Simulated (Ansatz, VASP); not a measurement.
**Two plane-wave programs on YMn3**

```
CELL_PARAMETERS angstrom
4.10691 0.00000 0.00000
0.00000 4.10691 0.00000
0.00000 0.00000 4.10691
ATOMIC_POSITIONS crystal
Y 0.00000 0.00000 0.00000
Mn 0.00000 0.50000 0.50000
Mn 0.50000 0.50000 0.00000
Mn 0.50000 0.00000 0.50000
```

Alike in both runs: task single point; functional PBE; k mesh 8 × 8 × 8; occupations gaussian, width 0.05 eV; collinear spin.

|  | VASP | Ansatz |
| --- | --- | --- |
| version | VASP 6.6.1 | Ansatz 0.2.0 |
| potentials or method | VASP PAW PBE potentials, release 64 (Y_sv, Mn_pv), cutoff 520 eV | scalar-relativistic, plane waves, PAW |
| valence electrons in the cell | 50 | 56 |

```csv
,VASP,Ansatz,Ansatz less VASP
gap on the k mesh at the Fermi level (eV),none,none,-
pressure (GPa),-0.1,0.0,+0.11
net moment per atom (μB),2.46,2.47,0.000
size of the moment on the site where the two differ most (μB),0.22,0.16,-0.059
```

Site moments also hang on the region over which each program counts them. A gap of «none» marks a metal or a gap that the smearing closes. VASP's potentials hold 50 valence electrons a cell and Ansatz's 56, so a difference there can come from the potentials and not from the codes.
